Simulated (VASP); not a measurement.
# Al2O3 (R-3c) in VASP: single point with LDA

Aim: the single point of Al2O3 with LDA.

Program: VASP 6.6.1. These are calculated values, not measurements. Logs are shortened: lines on timing, memory, paths and dates and some standing lists are left out, and cuts for length are marked.

**Experimental background.**

From “Multi-petahertz electron interference in Cr:Al2O3 solid-state material”, 2018, pmc:5906618, for a bulk crystal of Al2O3: band gap 8.7 eV (optical).

The results are compared with them further down.

## 1. The cell of the first run

It takes space group R-3c (No. 167, trigonal). Conventional cell: a = 4.729 Å, b = 4.729 Å, c = 12.890 Å, α = 90.00°, β = 90.00°, γ = 120.00°. Al (site symmetry 3) has 6 O at 1.84 to 1.95 Å within 2.4 Å. O (site symmetry 2) has 4 Al at 1.84 to 1.95 Å within 2.4 Å.

## 2. Single point, LDA

Contents of INCAR:

```
SYSTEM = Al2O3
PREC = Accurate
ENCUT = 520
EDIFF = 1E-7
ISMEAR = 0
SIGMA = 0.02
LREAL = .FALSE.
LASPH = .TRUE.
NELM = 60
ALGO = Normal
ISIF = 2
LWAVE = .FALSE.
LCHARG = .TRUE.
LELF = .TRUE.
LVHAR = .TRUE.
NBANDS = 35
```

Contents of KPOINTS:

```
Automatic mesh
0
G
  6 6 6
  0 0 0
```

Contents of POSCAR:

```
Al2O3
1.0
    2.3643538321      1.3650603214      4.2965513472
   -2.3643538321      1.3650603214      4.2965513472
    0.0000000000     -2.7301206429      4.2965513472
Al O
4 6
Direct
    0.3519823809      0.3519823809      0.3519823809
    0.1480176191      0.1480176191      0.1480176191
    0.6480176191      0.6480176191      0.6480176191
    0.8519823809      0.8519823809      0.8519823809
    0.5558334230      0.9441665770      0.2500000000
    0.2500000000      0.5558334230      0.9441665770
    0.9441665770      0.2500000000      0.5558334230
    0.4441665770      0.0558334230      0.7500000000
    0.7500000000      0.4441665770      0.0558334230
    0.0558334230      0.7500000000      0.4441665770
```

Potentials or basis: VASP PAW LDA potentials, release 64 (Al, O).

Started as:

```sh
> cat potpaw_LDA.64/Al/POTCAR potpaw_LDA.64/O/POTCAR > POTCAR
> mpirun -np 1 vasp_std > vasp.out
```

OUTCAR:

```text
SYSTEM = Al2O3
   PREC = Accurate
   ENCUT = 520
   EDIFF = 1E-7
   ISMEAR = 0
   LREAL = .FALSE.
   LASPH = .TRUE.
   NELM = 60
   ISIF = 2

 ion  position               nearest neighbor table
   1  0.352  0.352  0.352-  10 1.84   9 1.84   8 1.84   7 1.95   5 1.95   6 1.95   2 2.63   3 2.77
                             3 2.77   3 2.77   2 3.20   2 3.20   2 3.20
   2  0.148  0.148  0.148-   9 1.84  10 1.84   8 1.84   6 1.95   5 1.95   7 1.95   1 2.63   4 2.77
                             4 2.77   4 2.77   1 3.20   1 3.20   1 3.20
   3  0.648  0.648  0.648-   7 1.84   6 1.84   5 1.84  10 1.95   8 1.95   9 1.95   4 2.63   1 2.77
                             1 2.77   1 2.77   4 3.20   4 3.20   4 3.20
   4  0.852  0.852  0.852-   6 1.84   7 1.84   5 1.84   9 1.95   8 1.95  10 1.95   3 2.63   2 2.77
                             2 2.77   2 2.77   3 3.20   3 3.20   3 3.20
   5  0.556  0.944  0.250-   3 1.84   4 1.84   1 1.95   2 1.95
   6  0.250  0.556  0.944-   4 1.84   3 1.84   2 1.95   1 1.95
   7  0.944  0.250  0.556-   3 1.84   4 1.84   1 1.95   2 1.95
   8  0.444  0.056  0.750-   1 1.84   2 1.84   3 1.95   4 1.95
   9  0.750  0.444  0.056-   2 1.84   1 1.84   4 1.95   3 1.95
  10  0.056  0.750  0.444-   1 1.84   2 1.84   3 1.95   4 1.95

  LATTYP: Found a trigonal (rhomboedric) cell.
 ALAT       =     5.0905709114
 COS(alpha) =     0.5685584639

  Lattice vectors:

 A1 = (   2.3643538321,   1.3650603214,   4.2965513472)
 A2 = (  -2.3643538321,   1.3650603214,   4.2965513472)
 A3 = (   0.0000000000,  -2.7301206429,   4.2965513472)

Analysis of symmetry for initial positions (statically):
=====================================================================
 Subroutine PRICEL returns:
 Original cell was already a primitive cell.

 Routine SETGRP: Setting up the symmetry group for a
 trigonal (rhombohedral) supercell.

 Subroutine GETGRP returns: Found 12 space group operations
 (whereof  6 operations were pure point group operations)
 out of a pool of 12 trial point group operations.

The static configuration has the point symmetry S_6 .
 The point group associated with its full space group is D_3d.

Analysis of symmetry for dynamics (positions and initial velocities):
=====================================================================
 Subroutine PRICEL returns:
 Original cell was already a primitive cell.

 Routine SETGRP: Setting up the symmetry group for a
 trigonal (rhombohedral) supercell.

 Subroutine GETGRP returns: Found 12 space group operations
 (whereof  6 operations were pure point group operations)
 out of a pool of 12 trial point group operations.

The dynamic configuration has the point symmetry S_6 .
 The point group associated with its full space group is D_3d.

 Subroutine INISYM returns: Found 12 space group operations
 (whereof  6 operations are pure point group operations),
 and found     1 'primitive' translations

----------------------------------------------------------------------------------------

                                     Primitive cell

  volume of cell :      83.2023

  direct lattice vectors                    reciprocal lattice vectors
     2.364353832  1.365060321  4.296551347     0.211474270  0.122094727  0.077581601
    -2.364353832  1.365060321  4.296551347    -0.211474270  0.122094727  0.077581601
     0.000000000 -2.730120643  4.296551347     0.000000000 -0.244189453  0.077581601

  length of vectors
     5.090570911  5.090570911  5.090570911     0.256217474  0.256217474  0.256217474

  position of ions in fractional coordinates (direct lattice)
     0.351982381  0.351982381  0.351982381
     0.148017619  0.148017619  0.148017619
     0.648017619  0.648017619  0.648017619
     0.851982381  0.851982381  0.851982381
     0.555833423  0.944166577  0.250000000
     0.250000000  0.555833423  0.944166577
     0.944166577  0.250000000  0.555833423
     0.444166577  0.055833423  0.750000000
     0.750000000  0.444166577  0.055833423
     0.055833423  0.750000000  0.444166577

  ion indices of the primitive-cell ions
   primitive index   ion index
                 1           1
                 2           2
                 3           3
                 4           4
                 5           5
                 6           6
                 7           7
                 8           8
                 9           9
                10          10

----------------------------------------------------------------------------------------

 KPOINTS: Automatic mesh

Automatic generation of k-mesh.
 Grid dimensions read from file:
 generate k-points for:    6    6    6

 Generating k-lattice:

  Cartesian coordinates                     Fractional coordinates (reciprocal lattice)
     0.035245712  0.020349121  0.012930267     0.166666667 -0.000000000 -0.000000000
    -0.035245712  0.020349121  0.012930267    -0.000000000  0.166666667 -0.000000000
     0.000000000 -0.040698242  0.012930267     0.000000000  0.000000000  0.166666667

  Length of vectors
     0.042702912  0.042702912  0.042702912

  Shift w.r.t. Gamma in fractional coordinates (k-lattice)
     0.000000000  0.000000000  0.000000000

 Subroutine IBZKPT returns following result:
 ===========================================

 Found     32 irreducible k-points:

 Following reciprocal coordinates:
            Coordinates               Weight
  0.000000  0.000000  0.000000      1.000000
  0.166667  0.000000  0.000000      6.000000
  0.333333  0.000000  0.000000      6.000000
  0.500000 -0.000000  0.000000      3.000000
  0.166667  0.166667  0.000000      6.000000
  0.333333  0.166667  0.000000     12.000000
[... 16 lines left out ...]
  0.500000  0.500000  0.166667      6.000000
 -0.333333  0.500000  0.166667     12.000000
 [... further k-points ...]
   k-points           NKPTS =     32   k-points in BZ     NKDIM =     32   number of bands    NBANDS=     35
   number of dos      NEDOS =    301   number of ions     NIONS =     10
   total plane-waves  NPLWV =  64000
   dimension x,y,z NGX =    40 NGY =   40 NGZ =   40
   dimension x,y,z NGXF=    80 NGYF=   80 NGZF=   80
   ions per type =               4   6
   NGX,Y,Z   is equivalent  to a cutoff of  13.06, 13.06, 13.06 a.u.
   NGXF,Y,Z  is equivalent  to a cutoff of  26.13, 26.13, 26.13 a.u.
 SYSTEM =  Al2O3
   PREC   = accura    normal or accurate (medium, high low for compatibility)
   ISTART =      0    job   : 0-new  1-cont  2-samecut
   ICHARG =      2    charge: 1-file 2-atom 10-const
   ISPIN  =      1    spin polarized calculation?
   LNONCOLLINEAR =      F non collinear calculations
   LSORBIT =      F    spin-orbit coupling
   LASPH  =      T    aspherical Exc in radial PAW
   ENCUT  =  520.0 eV  38.22 Ry    6.18 a.u.   9.47  9.47  9.47*2*pi/ulx,y,z
   NELM   =     60;   NELMIN=  2; NELMDL= -5     # of ELM steps
   EDIFF  = 0.1E-06   stopping-criterion for ELM
   LREAL  =      F    real-space projection
   EDIFFG = 0.1E-05   stopping-criterion for IOM
   NSW    =      0    number of steps for IOM
   IBRION =     -1    ionic relax: 0-MD 1-quasi-New 2-CG
   NFREE  =      0    steps in history (QN), initial steepest desc. (CG)
   ISIF   =      2    stress and relaxation
   ISYM   =      2    0-nonsym 1-usesym 2-fastsym
   POTIM  = 0.5000    time-step for ionic-motion
   TEBEG  =    0.0;   TEEND  =   0.0 temperature during run
   PSTRESS=    0.0 pullay stress
   NELECT =      48.0000    total number of electrons
   NUPDOWN=      -1.0000    fix difference up-down
   EMIN   =  10.00;   EMAX   =-10.00  energy-range for DOS
   EFERMI =   0.00;   METHOD = LEGACY
   ISMEAR =     0;   SIGMA  =   0.02  broadening in eV -4-tet -1-fermi 0-gaus
   EFERMI_NEDOS =   21; number of points for ismear=-14 and -15
   IALGO  =     38    algorithm
   IMIX   =      4    mixing-type and parameters
     AMIX     =   0.40;   BMIX     =  1.00
     AMIX_MAG =   1.60;   BMIX_MAG =  1.00
  volume/ion in A,a.u.               =       8.32        56.15
  Fermi-wavevector in a.u.,A,eV,Ry     =   1.362835  2.575385 25.270375  1.857320
  Thomas-Fermi vector in A             =   2.489291
   LORBIT       =      0    0 simple, 1 ext, 2 COOP (PROOUT), +10 PAW based schemes
   GGA     = CA    functional components
   LHFCALC =     F    Hartree Fock is set to
   AEXX    =    0.0000 exact exchange contribution
   IVDW    =     0    specifies the selected vdW correction
   LEPSILON=     F    determine dielectric tensor
   LRPA    =     F    only Hartree local field effects (RPA)
 non-spin polarized calculation
 Gauss-broadening in eV      SIGMA  =   0.02
  energy-cutoff  :      520.00
  volume of cell :       83.20
 maximum number of plane-waves:      2259
 NGX is ok and might be reduce to    40
   NGX = 19   NGY = 19   NGZ = 19

 number of electron      48.0000010 magnetization

 Free energy of the ion-electron system (eV)
  ---------------------------------------------------
  ext. energy  EPLUGINS =         0.00000000
  ---------------------------------------------------
  free energy    TOTEN  =       -83.10328927 eV

  energy without entropy =      -83.10328927  energy(sigma->0) =      -83.10328927

 E-fermi :   6.1539     XC(G=0): -12.2705

 val. band max:        6.0709380922   @ k =   0.0000   0.0000   0.0000
 cond. band min:      12.5166858099   @ k =   0.0000   0.0000   0.0000
 fundamental gap:      6.4457477178
 Fermi energy:         6.1539110810

 k-point     1 :       0.0000    0.0000    0.0000
  band No.  band energies     occupation
      1     -13.1207      2.00000
      2     -10.6009      2.00000
      3     -10.2946      2.00000
      4     -10.2946      2.00000
      5      -9.9519      2.00000
      6      -9.9519      2.00000
[... 27 lines left out ...]
     34      19.8322      0.00000
     35      20.6598      0.00000

 k-point     2 :       0.1667    0.0000    0.0000
  band No.  band energies     occupation
      1     -12.9688      2.00000
      2     -10.6866      2.00000
      3     -10.3839      2.00000
      4     -10.3257      2.00000
      5     -10.0263      2.00000
      6      -9.9627      2.00000
[... 27 lines left out ...]
     34      19.0834      0.00000
     35      20.3305      0.00000

 k-point     3 :       0.3333    0.0000    0.0000
  band No.  band energies     occupation
      1     -12.5358      2.00000
      2     -11.1934      2.00000
      3     -10.3573      2.00000
      4     -10.3275      2.00000
      5     -10.1833      2.00000
      6     -10.0337      2.00000
[... 27 lines left out ...]
     34      19.4686      0.00000
     35      19.5431      0.00000

 k-point     4 :       0.5000   -0.0000    0.0000
  band No.  band energies     occupation
      1     -11.8955      2.00000
      2     -11.8955      2.00000
      3     -10.3135      2.00000
      4     -10.3135      2.00000
      5     -10.1750      2.00000
      6     -10.1750      2.00000
[... 27 lines left out ...]
     34      18.7655      0.00000
     35      19.1524      0.00000

 k-point     5 :       0.1667    0.1667    0.0000
  band No.  band energies     occupation
      1     -12.9274      2.00000
      2     -10.6951      2.00000
      3     -10.4226      2.00000
      4     -10.3230      2.00000
      5     -10.0984      2.00000
      6      -9.9352      2.00000
[... 638 lines left out ...]
 k-point    22 :      -0.1667    0.3333    0.1667
  band No.  band energies     occupation
      1     -12.1897      2.00000
      2     -11.1766      2.00000
      3     -10.7216      2.00000
      4     -10.5654      2.00000
      5     -10.1862      2.00000
      6     -10.0070      2.00000
[... 27 lines left out ...]
     34      19.3303      0.00000
     35      19.5385      0.00000

 k-point    23 :       0.5000    0.5000    0.1667
  band No.  band energies     occupation
      1     -12.0293      2.00000
      2     -11.2721      2.00000
      3     -10.8849      2.00000
      4     -10.6220      2.00000
      5     -10.2126      2.00000
      6      -9.9010      2.00000
[... 27 lines left out ...]
     34      19.3630      0.00000
     35      19.8089      0.00000

 k-point    24 :      -0.3333    0.5000    0.1667
  band No.  band energies     occupation
      1     -11.7279      2.00000
      2     -11.3230      2.00000
      3     -11.0494      2.00000
      4     -10.8041      2.00000
      5     -10.1564      2.00000
      6      -9.9268      2.00000
[... 27 lines left out ...]
     34      19.3891      0.00000
     35      19.5859      0.00000

 [... further k-points ...]

------------------------ aborting loop because EDIFF is reached ----------------------------------------

  FORCE on cell =-STRESS in cart. coord.  units (eV):
  Direction    XX          YY          ZZ          XY          YZ          ZX
  --------------------------------------------------------------------------------------
  -------------------------------------------------------------------------------------
  Total        0.5255152      0.5255152      0.4391992      0.0000000     -0.0000000      0.0000000
  in kB       10.1195283     10.1195283      8.4573934      0.0000000     -0.0000000      0.0000000
  external PRESSURE =       9.5654833 kB  Pullay stress =       0.0000000 kB

 VOLUME and BASIS-vectors are now :
 -----------------------------------------------------------------------------
  energy-cutoff  :      520.00
  volume of cell :       83.20
      direct lattice vectors                 reciprocal lattice vectors
     2.364353832  1.365060321  4.296551347     0.211474270  0.122094727  0.077581601
    -2.364353832  1.365060321  4.296551347    -0.211474270  0.122094727  0.077581601
     0.000000000 -2.730120643  4.296551347     0.000000000 -0.244189453  0.077581601

 POSITION                                       TOTAL-FORCE (eV/Angst)
 -----------------------------------------------------------------------------------
      0.00000     -0.00000      4.53693         0.000000      0.000000     -0.000861
      0.00000     -0.00000      1.90790         0.000000     -0.000000      0.000861
      0.00000     -0.00000      8.35272         0.000000     -0.000000      0.000861
      0.00000     -0.00000     10.98176         0.000000      0.000000     -0.000861
     -0.91816      1.36506      7.51896        -0.003758     -0.000000     -0.000000
     -0.72310     -1.47768      7.51896         0.001879     -0.003255      0.000000
      1.64126      0.11262      7.51896         0.001879      0.003255      0.000000
      0.91816     -1.36506      5.37069         0.003758     -0.000000      0.000000
      0.72310      1.47768      5.37069        -0.001879      0.003255      0.000000
     -1.64126     -0.11262      5.37069        -0.001879     -0.003255      0.000000
 -----------------------------------------------------------------------------------
    total drift:                                0.000000     -0.000000      0.000000

  FREE ENERGIE OF THE ION-ELECTRON SYSTEM (eV)
  ---------------------------------------------------
  free  energy   TOTEN  =       -83.1032892669 eV

  energy  without entropy=      -83.1032892669  energy(sigma->0) =      -83.10328927
```

Run time: 97 s. Hardware: 1 thread of Intel Xeon Platinum 8259CL at 2.50GHz (Skylake/Cascade Lake), shared host; peak memory 0.22 GiB.

What came out:

- Free energy: -83.1033 eV
- Pressure: 1.0 GPa
- Largest force: 0.004 eV/Å
- Band gap on the k mesh: 6.45 eV

Forces in eV/Å, atoms in the order of the input:
```
Al   0.000  0.000 -0.001
Al   0.000  0.000  0.001
Al   0.000  0.000  0.001
Al   0.000  0.000 -0.001
O   -0.004  0.000  0.000
O    0.002 -0.003  0.000
O    0.002  0.003  0.000
O    0.004  0.000  0.000
O   -0.002  0.003  0.000
O   -0.002 -0.003  0.000
```

Stress tensor (GPa, compression positive):
```
1.01 0.00 0.00
0.00 1.01 0.00
0.00 0.00 0.85
```

Levels at points of the mesh, in eV from the valence-band top:
| k point | band 20 | band 21 | band 22 | band 23 | band 24 | band 25 | band 26 | band 27 | band 28 | band 29 |
| --- | --- | --- | --- | --- | --- | --- | --- | --- | --- | --- |
| (0.00, 0.00, 0.00) | -0.52 | -0.52 | -0.04 | -0.04 | 0.00 | 6.45 | 9.09 | 10.80 | 11.55 | 11.55 |
| (0.50, 0.00, 0.00) | -1.35 | -0.95 | -0.95 | -0.29 | -0.29 | 9.48 | 9.48 | 9.76 | 9.76 | 11.63 |
| (0.50, 0.50, 0.00) | -1.34 | -1.06 | -0.95 | -0.78 | -0.26 | 9.45 | 9.86 | 9.98 | 10.48 | 11.09 |
| (0.50, 0.50, 0.50) | -2.09 | -0.39 | -0.39 | -0.39 | -0.39 | 8.77 | 8.77 | 11.01 | 11.01 | 12.56 |

## 3. Against experiment

Step 2. Against the measured gap of Al2O3, 8.7 eV (optical; quoted in “Multi-petahertz electron interference in Cr:Al2O3 solid-state material”, 2018, pmc:5906618), the calculated 6.45 eV is off by -2.25 eV. The value is that of LDA on a finite k mesh, which can miss the band edges, without temperature or zero-point motion. Semilocal functionals fall short of measured gaps as a rule.
